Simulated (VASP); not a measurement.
The system is ZrNb2B4.

```
CELL_PARAMETERS angstrom
-1.59000 1.66500 7.20000
1.59000 -1.66500 7.20000
1.59000 1.66500 -7.20000
ATOMIC_POSITIONS crystal
Zr 0.00000 0.50000 0.50000
Nb 0.82000 0.82000 0.00000
Nb 0.18000 0.18000 0.00000
B 0.55600 0.05600 0.50000
B 0.44400 0.94400 0.50000
B 0.62500 0.62500 0.00000
B 0.37500 0.37500 0.00000
```

```yaml
Program: VASP 6.6.1
Task: relaxation of cell and atoms
Functional: PBE
Potentials_or_basis: VASP PAW PBE potentials, release 64 (Zr_sv, Nb_sv, B)
Cutoff: 500 eV
k_mesh: 7 × 7 × 7
Occupations: gaussian, width 0.2 eV
Spin: no spin polarisation
```

At the start: pressure 5.5 GPa; volume 10.89 Å³/atom.

Q: How do energy, volume and symmetry change on relaxing?

A: Over 8 steps the energy falls by 100.0 meV/atom and the volume is 10.97 Å³/atom (+0.7 %); space group Immm (No. 71, to 0.1 Å) before and after.

The path:
```
step  energy change (eV)  largest force (eV/Å)  pressure (GPa)  volume (Å³)
   1              0.0000                3.4236            5.49        76.24
   2             -0.4832                0.5975          -10.22        80.42
   3             -0.5186                0.6875           -7.13        79.33
   4             -0.6204                0.6220            6.91        74.80
   5             -0.6447                0.6628            2.29        76.12
   6             -0.6903                0.2745            0.51        76.49
   7             -0.6912                0.3050            0.27        76.55
   8             -0.7003                0.0500           -0.49        76.77
```

Final structure:
```yaml
crystal:
  lattice:
    - [-1.58750, 1.69482, 7.13341]
    - [1.58750, -1.69482, 7.13341]
    - [1.58750, 1.69482, -7.13341]
  atoms:
    - { symbol: Zr, position: [0.00000, 0.50000, 0.50000] }
    - { symbol: Nb, position: [0.81381, 0.81381, 0.00000] }
    - { symbol: Nb, position: [0.18619, 0.18619, 0.00000] }
    - { symbol: B, position: [0.56611, 0.06611, 0.50000] }
    - { symbol: B, position: [0.43389, 0.93389, 0.50000] }
    - { symbol: B, position: [0.63384, 0.63384, 0.00000] }
    - { symbol: B, position: [0.36616, 0.36616, 0.00000] }
```

Caveat: the relaxation stopped at a loose force limit of 0.08 eV/Å, so its end isn't a converged minimum.
